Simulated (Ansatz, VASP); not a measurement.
Nb: VASP beside Ansatz

```xyz
1
Lattice="0.0000 2.1150 2.1785 2.1150 0.0000 2.1785 2.1150 2.1150 0.0000" Properties=species:S:1:pos:R:3 pbc="T T T"
Nb    0.0000    0.0000    0.0000
```

Change from the starting cell: zz strain of +3 %.

Alike in both runs: task single point; functional PBE; k mesh 13 × 13 × 13; occupations fermi-dirac, width 0.08 eV; no spin polarisation.

|  | VASP | Ansatz |
| --- | --- | --- |
| version | VASP 6.6.1 | Ansatz 0.2.0 |
| potentials or method | VASP PAW PBE potentials, release 64 (Nb_sv), cutoff 520 eV | all-electron LAPW, scalar-relativistic |

Ansatz gave:

```
pressure (GPa)                                                : -5.8
traceless stress, the component that is largest in VASP (GPa) : 4.11
```

**Question.** Estimate VASP's values.

**Answer.** Pressure (GPa): -6.1; traceless stress, the component that is largest in VASP (GPa): 4.08.

Ansatz ran all-electron here, and VASP with PAW potentials.
